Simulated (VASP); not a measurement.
# SrCl2 (Immm) in VASP: a series of runs, part 2 of 2

VASP 6.6.1. Earlier steps stand in the parts before.

## 3. Single point, PBE (strain +0.0187 x Voigt [0, 0, 0, 0, 1, 0])

File INCAR:

```
SYSTEM = SrCl2
PREC = Accurate
ENCUT = 520
EDIFF = 1E-7
ISMEAR = 0
SIGMA = 0.05
LREAL = .FALSE.
LASPH = .TRUE.
NELM = 60
ALGO = Normal
ISIF = 2
LWAVE = .FALSE.
LCHARG = .TRUE.
GGA = PE
LELF = .TRUE.
LVHAR = .TRUE.
NBANDS = 19
```

File KPOINTS:

```
regular mesh
0
G
  6 6 6
  0 0 0
```

File POSCAR:

```
SrCl2
1.0
    0.0325894250      3.4855000000      3.4855000000
    3.5180894250      0.0000000000      3.5180894250
    3.4855000000      3.4855000000      0.0325894250
Sr Cl
1 2
Direct
    0.0000000000      0.0000000000      0.0000000000
    0.2500000000      0.2500000000      0.2500000000
    0.7500000000      0.7500000000      0.7500000000
```

Potentials or basis: VASP PAW PBE potentials, release 64 (Sr_sv, Cl).

Run with:

```
cat potpaw_PBE.64/Sr_sv/POTCAR potpaw_PBE.64/Cl/POTCAR > POTCAR
mpirun -np 1 vasp_std > vasp.out
```

OUTCAR:

```text
SYSTEM = SrCl2
   PREC = Accurate
   ENCUT = 520
   EDIFF = 1E-7
   ISMEAR = 0
   LREAL = .FALSE.
   LASPH = .TRUE.
   NELM = 60
   ISIF = 2
   GGA = PE

 ion  position               nearest neighbor table
   1  0.000  0.000  0.000-   3 3.00   3 3.00   2 3.00   2 3.00   3 3.04   3 3.04   2 3.04   2 3.04

   2  0.250  0.250  0.250-   1 3.00   1 3.00   1 3.04   1 3.04
   3  0.750  0.750  0.750-   1 3.00   1 3.00   1 3.04   1 3.04

  LATTYP: Found a body centered orthorhombic cell.
 ALAT       =     4.8831529648
 B/A-ratio  =     1.0188764952
 C/A-ratio  =     1.4275612602

  Lattice vectors:

 A1 = (   0.0325894250,  -3.4855000000,   3.4855000000)
 A2 = (  -0.0325894250,  -3.4855000000,  -3.4855000000)
 A3 = (   3.4855000000,   3.4855000000,   0.0325894250)

Analysis of symmetry for initial positions (statically):
=====================================================================
 Subroutine PRICEL returns:
 Original cell was already a primitive cell.

 Routine SETGRP: Setting up the symmetry group for a
 body centered orthorhombic supercell.

 Subroutine GETGRP returns: Found  8 space group operations
 (whereof  8 operations were pure point group operations)
 out of a pool of  8 trial point group operations.

The static configuration has the point symmetry D_2h.

Analysis of symmetry for dynamics (positions and initial velocities):
=====================================================================
 Subroutine PRICEL returns:
 Original cell was already a primitive cell.

 Routine SETGRP: Setting up the symmetry group for a
 body centered orthorhombic supercell.

 Subroutine GETGRP returns: Found  8 space group operations
 (whereof  8 operations were pure point group operations)
 out of a pool of  8 trial point group operations.

The dynamic configuration has the point symmetry D_2h.

 Subroutine INISYM returns: Found  8 space group operations
[... 111 lines left out ...]
   NUPDOWN=      -1.0000    fix difference up-down
   EMIN   =  10.00;   EMAX   =-10.00  energy-range for DOS
   EFERMI =   0.00;   METHOD = LEGACY
   ISMEAR =     0;   SIGMA  =   0.05  broadening in eV -4-tet -1-fermi 0-gaus
   EFERMI_NEDOS =   21; number of points for ismear=-14 and -15
   IALGO  =     38    algorithm
   IMIX   =      4    mixing-type and parameters
     AMIX     =   0.40;   BMIX     =  1.00
     AMIX_MAG =   1.60;   BMIX_MAG =  1.00
  volume/ion in A,a.u.               =      28.23       190.49
  Fermi-wavevector in a.u.,A,eV,Ry     =   1.075349  2.032115 15.733447  1.156376
  Thomas-Fermi vector in A             =   2.211203
   LORBIT       =      0    0 simple, 1 ext, 2 COOP (PROOUT), +10 PAW based schemes
   GGA     = PE    functional components
   LHFCALC =     F    Hartree Fock is set to
   AEXX    =    0.0000 exact exchange contribution
   IVDW    =     0    specifies the selected vdW correction
   LEPSILON=     F    determine dielectric tensor
   LRPA    =     F    only Hartree local field effects (RPA)
 non-spin polarized calculation
 Gauss-broadening in eV      SIGMA  =   0.05
  energy-cutoff  :      520.00
  volume of cell :       84.68
 maximum number of plane-waves:      2299
 NGX is ok and might be reduce to    40
   NGX = 19   NGY = 19   NGZ = 19

 number of electron      24.0000002 magnetization

 Free energy of the ion-electron system (eV)
  ---------------------------------------------------
  ext. energy  EPLUGINS =         0.00000000
  ---------------------------------------------------
  free energy    TOTEN  =       -12.77935720 eV

  energy without entropy =      -12.77935720  energy(sigma->0) =      -12.77935720

 E-fermi :   0.3743     XC(G=0):  -8.2937

 val. band max:        0.1685291806   @ k =   0.5000   0.0000   0.5000
 cond. band min:       5.5166769578   @ k =   0.0000   0.0000   0.0000
 fundamental gap:      5.3481477772
 Fermi energy:         0.3743474339

 k-point     1 :       0.0000    0.0000    0.0000
  band No.  band energies     occupation
      1     -32.7086      2.00000
      2     -14.7027      2.00000
      3     -14.7024      2.00000
      4     -14.7004      2.00000
      5     -13.1442      2.00000
      6     -12.2883      2.00000
[... 505 lines left out ...]
      6     -12.4271      2.00000
[... 11 lines left out ...]
     18       8.8595      0.00000
     19       9.4851      0.00000

 [... further k-points ...]
[... 5 lines left out ...]
  --------------------------------------------------------------------------------------
  -------------------------------------------------------------------------------------
  Total        0.6271447      0.6288066      0.6271447      0.0000000      0.0000000     -0.1506166
  in kB       11.8656365     11.8970807     11.8656365      0.0000000      0.0000000     -2.8496803
  external PRESSURE =      11.8761179 kB  Pullay stress =       0.0000000 kB

 VOLUME and BASIS-vectors are now :
 -----------------------------------------------------------------------------
  energy-cutoff  :      520.00
  volume of cell :       84.68
      direct lattice vectors                 reciprocal lattice vectors
     0.032589425  3.485500000  3.485500000    -0.144805372  0.143451442  0.144805372
     3.518089425  0.000000000  3.518089425     0.142122595 -0.143451442  0.142122595
     3.485500000  3.485500000  0.032589425     0.144805372  0.143451442 -0.144805372

 POSITION                                       TOTAL-FORCE (eV/Angst)
 -----------------------------------------------------------------------------------
      0.00000      0.00000      0.00000         0.000000      0.000000      0.000000
      1.75904      1.74275      1.75904        -0.000000     -0.047981     -0.000000
      5.27713      5.22825      5.27713         0.000000      0.047981      0.000000
 -----------------------------------------------------------------------------------
    total drift:                               -0.000000     -0.000000      0.000000

  FREE ENERGIE OF THE ION-ELECTRON SYSTEM (eV)
  ---------------------------------------------------
  free  energy   TOTEN  =       -12.7793572042 eV

  energy  without entropy=      -12.7793572042  energy(sigma->0) =      -12.77935720
```

OSZICAR:

```text
N       E                     dE             d eps       ncg     rms          rms(c)
DAV:   1     0.143023629613E+03    0.14302E+03   -0.11487E+04  1748   0.113E+03
DAV:   2    -0.373240177093E+01   -0.14676E+03   -0.14212E+03  2284   0.226E+02
DAV:   3    -0.127678849009E+02   -0.90355E+01   -0.90033E+01  2311   0.553E+01
DAV:   4    -0.130520710608E+02   -0.28419E+00   -0.28375E+00  2885   0.848E+00
DAV:   5    -0.130552983539E+02   -0.32273E-02   -0.32265E-02  2400   0.864E-01    0.130E+01
DAV:   6    -0.127613589712E+02    0.29394E+00   -0.59052E-01  2042   0.431E+00    0.837E+00
DAV:   7    -0.127712874375E+02   -0.99285E-02   -0.36578E-01  2368   0.363E+00    0.211E+00
DAV:   8    -0.127768632003E+02   -0.55758E-02   -0.54629E-02  1979   0.129E+00    0.403E-01
DAV:   9    -0.127779027258E+02   -0.10395E-02   -0.20028E-03  2196   0.268E-01    0.145E-01
DAV:  10    -0.127792258790E+02   -0.13232E-02   -0.91326E-04  1886   0.176E-01    0.352E-02
DAV:  11    -0.127793345720E+02   -0.10869E-03   -0.73170E-05  2251   0.482E-02    0.412E-02
DAV:  12    -0.127793563239E+02   -0.21752E-04   -0.24262E-05  1891   0.250E-02    0.669E-03
DAV:  13    -0.127793571693E+02   -0.84542E-06   -0.11197E-06  2347   0.617E-03    0.431E-03
DAV:  14    -0.127793572042E+02   -0.34917E-07   -0.35452E-07  1808   0.373E-03
   1 F= -.12779357E+02 E0= -.12779357E+02  d E =-.167827E-10
```

It took 3.1 min on 1 thread of AMD EPYC 7R13, shared host; peak memory 0.24 GiB.

What came out:

```yaml
Free_energy: -12.7794 eV
Pressure: 1.2 GPa
Largest_force: 0.048 eV/Å
Band_gap_on_the_k_mesh: 5.35 eV, indirect (least direct gap 5.51 eV)
```

Forces on the atoms (eV/Å):
```
Sr   0.000  0.000  0.000
Cl   0.000 -0.048  0.000
Cl   0.000  0.048  0.000
```

Stress tensor (GPa, compression positive):
```
 1.19  0.00 -0.28
 0.00  1.19  0.00
-0.28  0.00  1.19
```

Levels at points of the mesh, in eV from the valence-band top:
```tsv
k point	band 9	band 10	band 11	band 12	band 13	band 14	band 15	band 16
(0.00, 0.00, 0.00)	-2.13	-0.35	-0.34	-0.32	5.35	6.10	6.10	8.94
(0.50, 0.00, 0.00)	-1.51	-1.32	-1.06	-1.05	6.70	6.75	7.54	7.88
(0.00, 0.50, 0.00)	-1.49	-1.32	-1.05	-1.04	6.68	6.73	7.49	7.87
(0.50, 0.50, 0.00)	-1.88	-0.41	-0.41	0.00	5.51	7.04	7.61	8.01
(0.50, 0.00, 0.50)	-1.85	-0.45	-0.36	0.00	5.51	7.04	7.61	7.96
```

Caveat: the cell differs from its parent crystal (strain +0.0187 x Voigt [0, 0, 0, 0, 1, 0]). A k mesh can miss the band edges.
